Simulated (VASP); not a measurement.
The system is ScTe2.

```
Sc Te
1.0
     0.00000    3.56277    3.56277
     3.56277    0.00000    3.56277
     3.56277    3.56277    0.00000
Sc Te
1 2
Direct
  0.00000 0.00000 0.00000
  0.25000 0.25000 0.25000
  0.75000 0.75000 0.75000
```

Base run:

| Quantity | Value |
| --- | --- |
| Program | VASP 6.6.1 |
| Functional | PBEsol |
| Potentials or basis | VASP PAW PBE potentials, release 64 (Sc_sv, Te) |
| Cutoff | 520 eV |
| k mesh | 8 × 8 × 8 |
| Occupations | gaussian, width 0.05 eV |
| Spin | no spin polarisation |

Its results: band gap on the k mesh zero (an odd number of electrons rules out a gap without spin polarisation); pressure -2.3 GPa.

Task: The run is repeated on the same cell with these changes: functional from PBEsol to PBE. What comes out?

Result: Band gap on the k mesh zero (an odd number of electrons rules out a gap without spin polarisation); pressure 0.0 GPa.

PBE binds less tightly than PBEsol, so the same cell stands under more pressure.

Caveats: spin-orbit coupling is left out, which moves the levels of the heavy elements; the PAW data sets were made with another functional, which shifts forces and pressure a little (at least some runs).
